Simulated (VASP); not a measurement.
A run of VASP 6.6.1:

The input INCAR:

```
SYSTEM = CdTe
PREC = Accurate
ENCUT = 600
EDIFF = 1E-8
ISMEAR = -1
SIGMA = 0.05
LREAL = .False.
LASPH = .True.
NELM = 100
ALGO = Normal
ISIF = 3
LWAVE = .False.
LCHARG = .True.
GGA = PE
NBANDS = 16
IBRION = 6
NFREE = 2
POTIM = 0.015
NSW = 1
```

KPOINTS

```
Automatic mesh
0
Gamma
  5 5 5
  0 0 0
```

File POSCAR:

```
CdTe
1.0
    0.0000000000      3.2050000000      3.2050000000
    3.2050000000      0.0000000000      3.2050000000
    3.2050000000      3.2050000000      0.0000000000
Te Cd
1 1
Direct
    0.7500000000      0.7500000000      0.7500000000
    0.0000000000      0.0000000000      0.0000000000
```

Potentials or basis: VASP PAW PBE potentials, release 64 (Te, Cd).

Command:

```sh
$ cat potpaw_PBE.64/Te/POTCAR potpaw_PBE.64/Cd/POTCAR > POTCAR
$ mpirun -np 1 vasp_std > vasp.out
```

Hardware: 1 thread of Intel(R) Xeon(R) 6975P-C (Granite Rapids) (shared host).

How long does it take, and how much memory?

Wall time 3.2 min on 1 thread of Intel(R) Xeon(R) 6975P-C (Granite Rapids), on a shared host, peak memory 0.26 GiB. Counts: scf iterations 191, k points 10.
